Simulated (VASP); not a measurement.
## Be: single point with r2SCAN

Crystal: Be.

```
Be
1.0
     2.28754    0.00000    0.00000
    -1.14377    1.98107    0.00000
     0.00000    0.00000    3.59512
Be
2
Direct
  0.33333 0.66667 0.25000
  0.66667 0.33333 0.75000
```

This cell differs from its parent crystal: volume scaled by 1.03, then relaxed in part.

| Quantity | Value |
| --- | --- |
| Program | VASP 6.6.1 |
| Task | single point |
| Functional | r2SCAN |
| Potentials or basis | VASP PAW PBE potentials, release 64 (Be) |
| Cutoff | 520 eV |
| k mesh | 24 × 24 × 12 |
| Occupations | gaussian, width 0.1 eV |
| Spin | no spin polarisation |
| Dipole correction | no |
| Further INCAR settings | ALGO = Normal; EDIFF = 1e-06; NBANDS = 9 |

```json
{"Pressure": "-3.3 GPa", "Band gap on the k mesh": "zero (band 2 reaches 7.94 eV, above the bottom of band 3 at 5.76 eV)"}
```

Stress tensor (GPa, compression positive):
```
-3.35  0.00  0.00
 0.00 -3.35  0.00
 0.00  0.00 -3.27
```

Levels at points of the mesh, in eV from the Fermi level:
| k point | band 1 | band 2 | band 3 | band 4 | band 5 | band 6 |
| --- | --- | --- | --- | --- | --- | --- |
| (0.00, 0.00, 0.00) | -12.02 | -4.57 | 1.04 | 16.96 | 16.96 | 19.94 |
| (0.50, 0.00, 0.00) | -5.24 | -3.30 | 3.91 | 6.73 | 7.08 | 10.01 |
| (0.00, 0.00, 0.50) | -9.70 | -9.70 | 11.27 | 11.27 | 18.73 | 18.73 |
| (0.50, 0.00, 0.50) | -3.73 | -3.73 | 1.50 | 1.50 | 12.75 | 12.75 |

Run time: 71 s on 1 thread of Intel(R) Xeon(R) 6975P-C (Granite Rapids), on a shared host, peak memory 0.16 GiB.

Caveat: the PAW data sets were made with another functional, which shifts forces and pressure a little.
